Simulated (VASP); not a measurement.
# BaTe (Fm-3m) in VASP: single point with PBE

Aim: the single point of BaTe with PBE.

All numbers are computed with VASP 6.6.1; they aren't measurements. Logs are shortened: lines on timing, memory, paths and dates and some standing lists are left out, and cuts for length are marked.

## Step 1: The cell of the first run

It takes space group Fm-3m (No. 225, cubic). Conventional cell: a = 6.816 Å, b = 6.816 Å, c = 6.816 Å, α = 90.00°, β = 90.00°, γ = 90.00°. Ba (site symmetry m-3m) has 6 Te at 3.41 Å within 4.5 Å. Within 4.5 Å of Te (site symmetry m-3m) lie 6 Ba at 3.41 Å.

## Step 2: Single point, PBE

Contents of INCAR:

```
SYSTEM = BaTe
  PREC = Accurate
  ENCUT = 520
  EDIFF = 1E-6
  ISMEAR = 1
  SIGMA = 0.0394
  LREAL = .False.
  LASPH = .True.
  NELM = 60
  ALGO = Normal
  ISIF = 2
  LWAVE = .False.
  LCHARG = .False.
  GGA = PE
  NBANDS = 15
```

Contents of KPOINTS:

```
Automatic mesh
0
Gamma
  7 7 7
  0 0 0
```

Contents of POSCAR:

```
BaTe
1.0
    0.0000000000      3.4082060000      3.4082060000
    3.4082060000      0.0000000000      3.4082060000
    3.4082060000      3.4082060000      0.0000000000
Ba Te
1 1
Direct
    0.0000000000      0.0000000000      0.0000000000
    0.5000000000      0.5000000000      0.5000000000
```

Potentials or basis: VASP PAW PBE potentials, release 64 (Ba_sv, Te).

The run is started by

```bash
$ cat potpaw_PBE.64/Ba_sv/POTCAR potpaw_PBE.64/Te/POTCAR > POTCAR
$ mpirun -np 1 vasp_std > vasp.out
```

OUTCAR:

```text
SYSTEM = BaTe
   PREC = Accurate
   ENCUT = 520
   EDIFF = 1E-6
   ISMEAR = 1
   LREAL = .False.
   LASPH = .True.
   NELM = 60
   ISIF = 2
   GGA = PE

 ion  position               nearest neighbor table
   1  0.000  0.000  0.000-   2 3.41   2 3.41   2 3.41   2 3.41   2 3.41   2 3.41
   2  0.500  0.500  0.500-   1 3.41   1 3.41   1 3.41   1 3.41   1 3.41   1 3.41

  LATTYP: Found a face centered cubic cell.
 ALAT       =     6.8164120000

  Lattice vectors:

 A1 = (   0.0000000000,   3.4082060000,   3.4082060000)
 A2 = (   3.4082060000,   0.0000000000,   3.4082060000)
 A3 = (   3.4082060000,   3.4082060000,   0.0000000000)

Analysis of symmetry for initial positions (statically):
=====================================================================
 Subroutine PRICEL returns:
 Original cell was already a primitive cell.

 Routine SETGRP: Setting up the symmetry group for a
 face centered cubic supercell.

 Subroutine GETGRP returns: Found 48 space group operations
 (whereof 48 operations were pure point group operations)
 out of a pool of 48 trial point group operations.

The static configuration has the point symmetry O_h .

Analysis of symmetry for dynamics (positions and initial velocities):
=====================================================================
 Subroutine PRICEL returns:
 Original cell was already a primitive cell.

 Routine SETGRP: Setting up the symmetry group for a
 face centered cubic supercell.

 Subroutine GETGRP returns: Found 48 space group operations
 (whereof 48 operations were pure point group operations)
 out of a pool of 48 trial point group operations.

The dynamic configuration has the point symmetry O_h .

 Subroutine INISYM returns: Found 48 space group operations
 (whereof 48 operations are pure point group operations),
 and found     1 'primitive' translations

----------------------------------------------------------------------------------------

                                     Primitive cell

  volume of cell :      79.1785

  direct lattice vectors                    reciprocal lattice vectors
     0.000000000  3.408206000  3.408206000    -0.146704747  0.146704747  0.146704747
     3.408206000  0.000000000  3.408206000     0.146704747 -0.146704747  0.146704747
     3.408206000  3.408206000  0.000000000     0.146704747  0.146704747 -0.146704747

  length of vectors
     4.819931149  4.819931149  4.819931149     0.254100076  0.254100076  0.254100076

  position of ions in fractional coordinates (direct lattice)
     0.000000000  0.000000000  0.000000000
     0.500000000  0.500000000  0.500000000

  ion indices of the primitive-cell ions
   primitive index   ion index
                 1           1
                 2           2

----------------------------------------------------------------------------------------

 KPOINTS: Automatic mesh

Automatic generation of k-mesh.
 Grid dimensions read from file:
 generate k-points for:    7    7    7

 Generating k-lattice:

  Cartesian coordinates                     Fractional coordinates (reciprocal lattice)
    -0.020957821  0.020957821  0.020957821     0.142857143  0.000000000  0.000000000
     0.020957821 -0.020957821  0.020957821     0.000000000  0.142857143  0.000000000
     0.020957821  0.020957821 -0.020957821     0.000000000  0.000000000  0.142857143

  Length of vectors
     0.036300011  0.036300011  0.036300011

  Shift w.r.t. Gamma in fractional coordinates (k-lattice)
     0.000000000  0.000000000  0.000000000

 Subroutine IBZKPT returns following result:
 ===========================================

 Found     20 irreducible k-points:

 Following reciprocal coordinates:
            Coordinates               Weight
  0.000000  0.000000  0.000000      1.000000
  0.142857  0.000000  0.000000      8.000000
  0.285714  0.000000  0.000000      8.000000
  0.428571  0.000000  0.000000      8.000000
  0.142857  0.142857  0.000000      6.000000
  0.285714  0.142857  0.000000     24.000000
[... 12 lines left out ...]
 -0.428571  0.428571  0.142857     24.000000
 -0.285714  0.428571  0.142857     24.000000
   k-points           NKPTS =     20   k-points in BZ     NKDIM =     20   number of bands    NBANDS=     15
   number of dos      NEDOS =    301   number of ions     NIONS =      2
   total plane-waves  NPLWV =  46656
   dimension x,y,z NGX =    36 NGY =   36 NGZ =   36
   dimension x,y,z NGXF=    72 NGYF=   72 NGZF=   72
   ions per type =               1   1
   NGX,Y,Z   is equivalent  to a cutoff of  12.42, 12.42, 12.42 a.u.
   NGXF,Y,Z  is equivalent  to a cutoff of  24.83, 24.83, 24.83 a.u.
 SYSTEM =  BaTe
   PREC   = accura    normal or accurate (medium, high low for compatibility)
   ISTART =      0    job   : 0-new  1-cont  2-samecut
   ICHARG =      2    charge: 1-file 2-atom 10-const
   ISPIN  =      1    spin polarized calculation?
   LNONCOLLINEAR =      F non collinear calculations
   LSORBIT =      F    spin-orbit coupling
   LASPH  =      T    aspherical Exc in radial PAW
   ENCUT  =  520.0 eV  38.22 Ry    6.18 a.u.   8.96  8.96  8.96*2*pi/ulx,y,z
   NELM   =     60;   NELMIN=  2; NELMDL= -5     # of ELM steps
   EDIFF  = 0.1E-05   stopping-criterion for ELM
   LREAL  =      F    real-space projection
   EDIFFG = 0.1E-04   stopping-criterion for IOM
   NSW    =      0    number of steps for IOM
   IBRION =     -1    ionic relax: 0-MD 1-quasi-New 2-CG
   NFREE  =      0    steps in history (QN), initial steepest desc. (CG)
   ISIF   =      2    stress and relaxation
   ISYM   =      2    0-nonsym 1-usesym 2-fastsym
   POTIM  = 0.5000    time-step for ionic-motion
   TEBEG  =    0.0;   TEEND  =   0.0 temperature during run
   PSTRESS=    0.0 pullay stress
   NELECT =      16.0000    total number of electrons
   NUPDOWN=      -1.0000    fix difference up-down
   EMIN   =  10.00;   EMAX   =-10.00  energy-range for DOS
   EFERMI =   0.00;   METHOD = LEGACY
   ISMEAR =     1;   SIGMA  =   0.04  broadening in eV -4-tet -1-fermi 0-gaus
   EFERMI_NEDOS =   21; number of points for ismear=-14 and -15
   IALGO  =     38    algorithm
   IMIX   =      4    mixing-type and parameters
     AMIX     =   0.40;   BMIX     =  1.00
     AMIX_MAG =   1.60;   BMIX_MAG =  1.00
  volume/ion in A,a.u.               =      39.59       267.16
  Fermi-wavevector in a.u.,A,eV,Ry     =   0.960681  1.815423 12.556913  0.922907
  Thomas-Fermi vector in A             =   2.089986
   LORBIT       =      0    0 simple, 1 ext, 2 COOP (PROOUT), +10 PAW based schemes
   GGA     = PE    functional components
   LHFCALC =     F    Hartree Fock is set to
   AEXX    =    0.0000 exact exchange contribution
   IVDW    =     0    specifies the selected vdW correction
   LEPSILON=     F    determine dielectric tensor
   LRPA    =     F    only Hartree local field effects (RPA)
 non-spin polarized calculation
 Methfessel and Paxton  Order N= 1 SIGMA  =   0.04
  energy-cutoff  :      520.00
  volume of cell :       79.18
 maximum number of plane-waves:      2145
   NGX = 17   NGY = 17   NGZ = 17

 number of electron      16.0000000 magnetization

 Free energy of the ion-electron system (eV)
  ---------------------------------------------------
  ext. energy  EPLUGINS =         0.00000000
  ---------------------------------------------------
  free energy    TOTEN  =        -8.50928764 eV

  energy without entropy =       -8.50930762  energy(sigma->0) =       -8.50929430

 E-fermi :   2.8401     XC(G=0):  -8.5708

 val. band max:        2.8069576448   @ k =   0.0000   0.0000   0.0000
 cond. band min:       4.1828363616   @ k =   0.4286   0.4286   0.0000
 fundamental gap:      1.3758787168
 Fermi energy:         2.8401278026

 k-point     1 :       0.0000    0.0000    0.0000
  band No.  band energies     occupation
      1     -24.0192      2.00000
      2      -9.1926      2.00000
      3      -9.1926      2.00000
      4      -9.1926      2.00000
      5      -6.9238      2.00000
      6       2.8070      2.00000
      7       2.8070      2.00000
      8       2.8070      2.00000
      9       5.6680      0.00000
     10       5.6680      0.00000
     11       5.6680      0.00000
     12       6.0413      0.00000
     13       6.3735      0.00000
     14       6.3735      0.00000
     15       9.7850      0.00000

 k-point     2 :       0.1429    0.0000    0.0000
  band No.  band energies     occupation
      1     -24.0153      2.00000
      2      -9.3362      2.00000
      3      -9.1952      2.00000
      4      -9.1952      2.00000
      5      -6.7158      2.00000
      6       2.1100      2.00000
      7       2.4561      2.00000
      8       2.4561      2.00000
      9       5.7373      0.00000
     10       5.9445      0.00000
     11       5.9445      0.00000
     12       6.9073      0.00000
     13       7.0273      0.00000
     14       7.0273      0.00000
     15      10.4823      0.00000

 k-point     3 :       0.2857    0.0000    0.0000
  band No.  band energies     occupation
      1     -24.0066      2.00000
      2      -9.6003      2.00000
      3      -9.2009      2.00000
      4      -9.2009      2.00000
      5      -6.2947      2.00000
      6       1.0686      2.00000
      7       1.8915      2.00000
      8       1.8915      2.00000
      9       6.0374      0.00000
     10       6.6691      0.00000
     11       6.6691      0.00000
     12       8.3332      0.00000
     13       8.5179      0.00000
     14       8.5179      0.00000
     15      11.3618      0.00000
[... 271 lines left out ...]
 k-point    19 :      -0.4286    0.4286    0.1429
  band No.  band energies     occupation
      1     -23.9928      2.00000
      2      -9.5014      2.00000
      3      -9.3354      2.00000
      4      -9.3306      2.00000
      5      -6.4706      2.00000
      6       1.4526      2.00000
      7       1.8246      2.00000
      8       2.0858      2.00000
      9       5.0683      0.00000
     10       7.6354      0.00000
     11       7.7895      0.00000
     12       8.7334      0.00000
     13       8.7939      0.00000
     14       9.2023      0.00000
     15      11.1038      0.00000

 k-point    20 :      -0.2857    0.4286    0.1429
  band No.  band energies     occupation
      1     -23.9922      2.00000
      2      -9.4946      2.00000
      3      -9.4084      2.00000
      4      -9.3094      2.00000
      5      -6.3664      2.00000
      6       1.2872      2.00000
      7       1.7682      2.00000
      8       1.8330      2.00000
      9       5.9469      0.00000
     10       6.8518      0.00000
     11       8.0624      0.00000
     12       8.4139      0.00000
     13       8.6387      0.00000
     14      10.6814      0.00000
     15      11.3718      0.00000

------------------------ aborting loop because EDIFF is reached ----------------------------------------

  FORCE on cell =-STRESS in cart. coord.  units (eV):
  Direction    XX          YY          ZZ          XY          YZ          ZX
  --------------------------------------------------------------------------------------
  -------------------------------------------------------------------------------------
  Total        2.1334896      2.1334896      2.1334896     -0.0000000      0.0000000     -0.0000000
  in kB       43.1711496     43.1711496     43.1711496     -0.0000000      0.0000000     -0.0000000
  external PRESSURE =      43.1711496 kB  Pullay stress =       0.0000000 kB

 VOLUME and BASIS-vectors are now :
 -----------------------------------------------------------------------------
  energy-cutoff  :      520.00
  volume of cell :       79.18
      direct lattice vectors                 reciprocal lattice vectors
     0.000000000  3.408206000  3.408206000    -0.146704747  0.146704747  0.146704747
     3.408206000  0.000000000  3.408206000     0.146704747 -0.146704747  0.146704747
     3.408206000  3.408206000  0.000000000     0.146704747  0.146704747 -0.146704747

 POSITION                                       TOTAL-FORCE (eV/Angst)
 -----------------------------------------------------------------------------------
      0.00000      0.00000      0.00000         0.000000      0.000000      0.000000
      3.40821      3.40821      3.40821         0.000000      0.000000     -0.000000
 -----------------------------------------------------------------------------------
    total drift:                                0.000000      0.000000      0.000000

  FREE ENERGIE OF THE ION-ELECTRON SYSTEM (eV)
  ---------------------------------------------------
  free  energy   TOTEN  =        -8.5092876359 eV

  energy  without entropy=       -8.5093076158  energy(sigma->0) =       -8.50929430
```

It used 49 s of CPU time on 1 thread of AMD EPYC 7R13 Processor (Zen 3), on a shared host.

Results:

* Free energy: -8.5093 eV
* Pressure: 4.3 GPa
* Band gap on the k mesh: 1.38 eV, indirect (least direct gap 1.76 eV)

Caveat: spin-orbit coupling is left out, which moves the levels of the heavy elements.
